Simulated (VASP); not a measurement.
Runs of VASP 6.6.1 on W. The structure is that of space group Im-3m (No. 229), or close to it. The cells are those of the table. 

```csv
level,potentials or basis,cell,k mesh,gap on the mesh (eV),pressure (GPa)
PBEsol,"VASP PAW PBE potentials, release 64 (W_sv)","a = 2.732 Å, angles 109.5°, 1 atom",24 × 24 × 24,none,(a)
LDA,"VASP PAW LDA potentials, release 64 (W_sv)","a = 2.715 Å, angles 109.5°, 1 atom",36 × 36 × 36,none,2.0
PBE,"VASP PAW PBE potentials, release 64 (W_sv)","a = 2.757 Å, angles 109.5°, 1 atom",24 × 24 × 24,none,0.4
PBE,"VASP PAW PBE potentials, release 64 (W_sv)","a = 2.757 Å, angles 109.5°, 1 atom",35 × 35 × 35,none,0.4
```

Alike in all rows: task single point; no spin polarisation; cutoff (eV) 520; smearing methfessel-paxton 0.1 eV.

Problem. Estimate the missing entries.

Solution. (a) 0.6.

Caveats: spin-orbit coupling is left out, which moves the levels of the heavy elements; the PAW data sets were made with another functional, which shifts forces and pressure a little (at least some runs).

A k mesh can miss the band edges, and the runs leave out spin-orbit coupling on W.

A gap of «none» marks levels without a gap at the run's occupations.
